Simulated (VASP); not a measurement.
**AlN: single point with PBE**

Crystal: AlN.

```
Al N
1.0
     0.00000    1.94239    1.94239
     1.94239    0.00000    1.94239
     1.94239    1.94239    0.00000
Al N
1 1
Direct
  0.00000 0.00000 0.00000
  0.50000 0.50000 0.50000
```

- Program: VASP 6.6.1
- Task: single point
- Functional: PBE
- Potentials or basis: VASP PAW PBE potentials, release 64 (Al, N)
- Cutoff: 600 eV
- k mesh: 8 × 8 × 8
- Occupations: fermi-dirac, width 0.01 eV
- Spin: no spin polarisation
- Dipole correction: no
- Further INCAR settings: ALGO = Normal; EDIFF = 1e-06; NBANDS = 11

| Quantity | Value |
| --- | --- |
| Pressure | 46.1 GPa |
| Band gap on the k mesh | 5.07 eV, indirect (least direct gap 7.52 eV) |

Levels at points of the mesh, in eV from the valence-band top:
```
           k point  band 2  band 3  band 4  band 5  band 6  band 7
(0.00, 0.00, 0.00)    0.00    0.00    0.00    7.52   12.55   12.55
(0.50, 0.00, 0.00)   -9.11   -1.32   -1.32    6.92   12.01   12.01
(0.50, 0.50, 0.00)   -8.22   -3.12   -3.12    5.07    5.83   15.58
```

Run time: 6.6 s on 1 thread of AMD EPYC 7R13 Processor (Zen 3), with other jobs on the host, peak memory 0.1 GiB.

A k mesh can miss the band edges. Expect the measured gap to be larger: semilocal functionals such as PBE lack the derivative discontinuity.
